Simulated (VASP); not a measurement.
Runs of VASP 6.6.1 on Se. It takes space group P3_121 (No. 152, trigonal). Conventional cell: a = 3.953 Å, b = 3.953 Å, c = 5.121 Å, α = 90.00°, β = 90.00°, γ = 120.00°. Within 3.2 Å of Se (site symmetry 2) lie 6 Se at 2.44 to 3.11 Å. 

```tsv
k mesh	smearing	gap on the mesh (eV)	pressure (GPa)	largest force (eV/Å)
10 × 10 × 7	fermi-dirac 0.05 eV	0.82	0.2	0.05
9 × 9 × 6	methfessel-paxton 0.3 eV	0.28	0.2	0.05
9 × 9 × 6	methfessel-paxton 0.1 eV	0.28	0.2	0.05
13 × 13 × 9	fermi-dirac 0.05 eV	(a)	0.2	0.05
9 × 9 × 6	fermi-dirac 0.03 eV	0.28	0.2	0.05
```

Alike in all rows: task single point; level LDA; potentials or basis VASP PAW LDA potentials, release 64 (Se); no spin polarisation; cell as given; cutoff (eV) 520.

Estimate the missing entries.

(a) 0.68.

A k mesh can miss the band edges, and the runs leave out spin-orbit coupling on Se.
